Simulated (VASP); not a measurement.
# HC9 in VASP: single point with PBE+D3(BJ)

Aim: the single point of HC9 with PBE+D3(BJ).

All numbers are computed with VASP 6.6.1; they aren't measurements. Logs are shortened: lines on timing, memory, paths and dates and some standing lists are left out, and cuts for length are marked.

### Step 1. The cell of the first run

The cell holds a slab with vacuum, 10 atoms: a = 2.466 Å, b = 2.465 Å, c = 30.299 Å, α = 90.00°, β = 90.00°, γ = 120.01°.

### Step 2. Single point, PBE+D3(BJ)

INCAR reads:

```
PREC = Accurate
ENCUT = 520
EDIFF = 1E-6
ISMEAR = 0
SIGMA = 0.1
LREAL = False
LASPH = True
NELM = 60
ALGO = Fast
ISIF = 2
LWAVE = False
LCHARG = False
LDIPOL = True
IDIPOL = 3
DIPOL = 0.5 0.5 0.507
GGA = PE
IVDW = 12
NBANDS = 30
```

KPOINTS reads:

```
Automatic mesh
0
Gamma
  12 12 1
```

POSCAR reads:

```
HC9
1.0
    2.4655379958      0.0000000000      0.0000000000
   -1.2327689979      2.1341461202      0.0000000000
    0.0000000000      0.0000000000     30.2985170553
C H
9 1
Direct
    0.0833101794      0.1666203587      0.2805417831
    0.4166898207      0.8333796413      0.2805417831
    0.5833101794      0.1666203587      0.3927430896
    0.9166898206      0.8333796413      0.3927430896
    0.0832580353      0.1665160707      0.5047884913
    0.4167419647      0.8334839293      0.5047884913
    0.5834342778      0.1668685556      0.6169300193
    0.9165657222      0.8331314444      0.6169300193
    0.2500000000      0.5000000000      0.7196064763
    0.2500000000      0.5000000000      0.7566710682
```

Potentials or basis: VASP PAW PBE potentials, release 64 (C, H).

Run with:

```
$ cat potpaw_PBE.64/C/POTCAR potpaw_PBE.64/H/POTCAR > POTCAR
$ mpirun -np 1 vasp_std > vasp.out
```

OUTCAR:

```text
PREC = Accurate
   ENCUT = 520
   EDIFF = 1E-6
   ISMEAR = 0
   LREAL = False
   LASPH = True
   NELM = 60
   ISIF = 2
   GGA = PE
   IVDW = 12
 IVDW          = 12

 ion  position               nearest neighbor table
   1  0.083  0.167  0.281-   2 1.42   2 1.42   2 1.42
   2  0.417  0.833  0.281-   1 1.42   1 1.42   1 1.42
   3  0.583  0.167  0.393-   4 1.42   4 1.42   4 1.42
   4  0.917  0.833  0.393-   3 1.42   3 1.42   3 1.42
   5  0.083  0.167  0.505-   6 1.42   6 1.42   6 1.42
   6  0.417  0.833  0.505-   5 1.42   5 1.42   5 1.42
   7  0.583  0.167  0.617-   8 1.42   8 1.42   8 1.42
   8  0.917  0.833  0.617-   7 1.42   7 1.42   7 1.42
   9  0.250  0.500  0.720-  10 1.12
  10  0.250  0.500  0.757-   9 1.12

  Warning from LATTYP: Monoclinic adjustment (A1->A3, A2->A1, A3->A2)!
  LATTYP: Found a base centered orthorhombic cell.
 ALAT       =     2.4655379958
 B/A-ratio  =     1.7311808813
 C/A-ratio  =    12.2888055698

  Lattice vectors:

 A1 = (   1.2327689979,  -2.1341461202,   0.0000000000)
 A2 = (   1.2327689979,   2.1341461202,   0.0000000000)
 A3 = (   0.0000000000,   0.0000000000,  30.2985170553)

Analysis of symmetry for initial positions (statically):
=====================================================================
 Subroutine PRICEL returns:
 Original cell was already a primitive cell.

 Routine SETGRP: Setting up the symmetry group for a
 base centered orthorhombic supercell.

 Subroutine GETGRP returns: Found  4 space group operations
 (whereof  2 operations were pure point group operations)
 out of a pool of  8 trial point group operations.

The static configuration has the point symmetry C_1h.
 The point group associated with its full space group is C_2v.

Analysis of symmetry for dynamics (positions and initial velocities):
=====================================================================
 Subroutine PRICEL returns:
 Original cell was already a primitive cell.

 Routine SETGRP: Setting up the symmetry group for a
 base centered orthorhombic supercell.

 Subroutine GETGRP returns: Found  4 space group operations
 (whereof  2 operations were pure point group operations)
 out of a pool of  8 trial point group operations.

The dynamic configuration has the point symmetry C_1h.
 The point group associated with its full space group is C_2v.

 Subroutine INISYM returns: Found  4 space group operations
 (whereof  2 operations are pure point group operations),
 and found     1 'primitive' translations
[... 127 lines left out ...]
   EFERMI_NEDOS =   21; number of points for ismear=-14 and -15
   IALGO  =     68    algorithm
   IMIX   =      4    mixing-type and parameters
     AMIX     =   0.40;   BMIX     =  1.00
     AMIX_MAG =   1.60;   BMIX_MAG =  1.00
  volume/ion in A,a.u.               =      15.94       107.59
  Fermi-wavevector in a.u.,A,eV,Ry     =   1.006058  1.901174 13.771172  1.012153
  Thomas-Fermi vector in A             =   2.138776
   LORBIT       =      0    0 simple, 1 ext, 2 COOP (PROOUT), +10 PAW based schemes
   GGA     = PE    functional components
   LHFCALC =     F    Hartree Fock is set to
   AEXX    =    0.0000 exact exchange contribution
   IVDW    =    12    specifies the selected vdW correction
   LEPSILON=     F    determine dielectric tensor
   LRPA    =     F    only Hartree local field effects (RPA)
 non-spin polarized calculation
 RMM-DIIS sequential band-by-band and
 Gauss-broadening in eV      SIGMA  =   0.10
  energy-cutoff  :      520.00
  volume of cell :      159.43
 maximum number of plane-waves:      4350
   NGX =  9   NGY =  9   NGZ =113

 dipolmoment           0.000000      0.000000      0.584148 electrons x Angstroem

 number of electron      36.9999988 magnetization

 dipolmoment           0.000000      0.000000     -0.003617 electrons x Angstroem

 Free energy of the ion-electron system (eV)
  ---------------------------------------------------
  ext. energy  EPLUGINS =         0.00000000
  ---------------------------------------------------
  free energy    TOTEN  =       -81.97012254 eV

  energy without entropy =      -81.96462812  energy(sigma->0) =      -81.96737533

 E-fermi :   0.0694     XC(G=0):  -5.9345

 val. band max:        0.0577659175   @ k =   0.0000   0.3333   0.0000
 cond. band min:       0.1249949098   @ k =   0.3333   0.3333   0.0000
 fundamental gap:      0.0672289923
 Fermi energy:         0.0694223211

 k-point     1 :       0.0000    0.0000    0.0000
  band No.  band energies     occupation
      1     -19.5028      2.00000
      2     -19.3769      2.00000
      3     -19.2365      2.00000
      4     -18.3458      2.00000
      5     -12.9351      2.00000
      6      -8.1165      2.00000
[... 781 lines left out ...]
     29      10.2164      0.00000
     30      11.0951      0.00000

 [... further k-points ...]

------------------------ aborting loop because EDIFF is reached ----------------------------------------

 vacuum level on the upper side and lower side of the slab       (xc-potential included)        -0.227        -0.052

 Edisp (eV)   -1.33208

 E8    (eV) :    -0.3812

  FORCE on cell =-STRESS in cart. coord.  units (eV):
  Direction    XX          YY          ZZ          XY          YZ          ZX
  --------------------------------------------------------------------------------------
  -------------------------------------------------------------------------------------
  Total      -2.54873    -2.58164    -0.02870     0.00000     0.00000     0.00000
  in kB     -25.61397   -25.94471    -0.28840     0.00000     0.00000     0.00000
  external pressure =      -17.28 kB  Pullay stress =        0.00 kB

 VOLUME and BASIS-vectors are now :
 -----------------------------------------------------------------------------
  energy-cutoff  :      520.00
  volume of cell :      159.43
      direct lattice vectors                 reciprocal lattice vectors
     2.465537996  0.000000000  0.000000000     0.405590991  0.234285739  0.000000000
    -1.232768998  2.134146120  0.000000000     0.000000000  0.468571477  0.000000000
     0.000000000  0.000000000 30.298517055     0.000000000  0.000000000  0.033004916

 POSITION                                       TOTAL-FORCE (eV/Angst)
 -----------------------------------------------------------------------------------
      0.00000      0.35559      8.50000        -0.000000      0.018258      0.000544
      0.00000      1.77855      8.50000         0.000000     -0.018258      0.000544
      1.23277      0.35559     11.89953         0.000000     -0.005268     -0.000758
      1.23277      1.77855     11.89953         0.000000      0.005268     -0.000758
     -0.00000      0.35537     15.29434         0.000000     -0.000671     -0.000111
      0.00000      1.77878     15.29434         0.000000      0.000671     -0.000111
      1.23277      0.35612     18.69206         0.000000     -0.014830     -0.001363
      1.23277      1.77802     18.69206         0.000000      0.014830     -0.001363
      0.00000      1.06707     21.80301         0.000000     -0.000000     -0.016288
      0.00000      1.06707     22.92601        -0.000000     -0.000000      0.019663
 -----------------------------------------------------------------------------------
    total drift:                               -0.000000     -0.000000     -0.000803

  FREE ENERGIE OF THE ION-ELECTRON SYSTEM (eV)
  ---------------------------------------------------
  free  energy   TOTEN  =       -83.3021995124 eV

  energy  without entropy=      -83.2967050936  energy(sigma->0) =      -83.29945230

 vacuum level on the upper side and lower side of the slab         4.093         4.305
```

OSZICAR:

```text
N       E                     dE             d eps       ncg     rms          rms(c)
DAV:   1     0.208138387523E+03    0.20814E+03   -0.16464E+04  2580   0.103E+03
DAV:   2    -0.653582668005E+02   -0.27350E+03   -0.26060E+03  3574   0.242E+02
DAV:   3    -0.866381460701E+02   -0.21280E+02   -0.21049E+02  3162   0.691E+01
[... 22 lines left out ...]
RMM:  26    -0.819701084084E+02   -0.12924E-04   -0.10655E-06  2321   0.294E-03    0.114E-03
RMM:  27    -0.819701185245E+02   -0.10116E-04   -0.80081E-07  2272   0.234E-03    0.989E-04
RMM:  28    -0.819701206151E+02   -0.20906E-05   -0.13875E-07  1819   0.127E-03    0.883E-04
RMM:  29    -0.819701222269E+02   -0.16117E-05   -0.78846E-08  1741   0.110E-03    0.580E-04
RMM:  30    -0.819701225363E+02   -0.30939E-06   -0.13019E-08  1476   0.855E-04
   1 F= -.83302200E+02 E0= -.83299452E+02  d E =-.549442E-02
```

stdout:

```text
POSCAR found type information on POSCAR C H
 POSCAR found :  2 types and      10 ions
 scaLAPACK will be used
 LDA part: xc-table for (Slater+PW92), standard interpolation
 POSCAR, INCAR and KPOINTS ok, starting setup
 FFT: planning ... GRIDC
 FFT: planning ... GRID_SOFT
 FFT: planning ... GRID
 WAVECAR not read
 entering main loop
```

It took 11 min on 1 thread of Oxide Virtual Turin-like, shared host; peak memory 0.32 GiB.

Results:

```
Free energy                : -83.3022 eV
Largest force              : 0.020 eV/Å
Band gap on the k mesh     : zero (an odd number of electrons rules out a gap without spin polarisation)
Dispersion energy per atom : -0.133 eV
```

Forces in eV/Å, atoms in the order of the input:
```
C    0.000  0.018  0.001
C    0.000 -0.018  0.001
C    0.000 -0.005 -0.001
C    0.000  0.005 -0.001
C    0.000 -0.001  0.000
C    0.000  0.001  0.000
C    0.000 -0.015 -0.001
C    0.000  0.015 -0.001
C    0.000  0.000 -0.016
H    0.000  0.000  0.020
```

Levels at points of the mesh, in eV from the Fermi level:
| k point | band 15 | band 16 | band 17 | band 18 | band 19 | band 20 | band 21 | band 22 | band 23 | band 24 |
| --- | --- | --- | --- | --- | --- | --- | --- | --- | --- | --- |
| (0.00, 0.00, 0.00) | -2.86 | -2.84 | -1.96 | -1.93 | 3.05 | 3.58 | 5.03 | 5.77 | 5.77 | 6.89 |
| (0.50, 0.00, 0.00) | -2.39 | -2.36 | -2.21 | -1.24 | -0.98 | 1.71 | 1.80 | 1.97 | 2.93 | 3.86 |
| (0.00, 0.50, 0.00) | -2.76 | -2.31 | -1.84 | -1.07 | -0.98 | 1.24 | 1.72 | 2.23 | 3.02 | 3.85 |

Caveat: an odd number of electrons without spin polarisation forces a metal; a magnetic or distorted state may lie lower.

The gap in the log of VASP goes by the Fermi energy; the results here count the filled bands.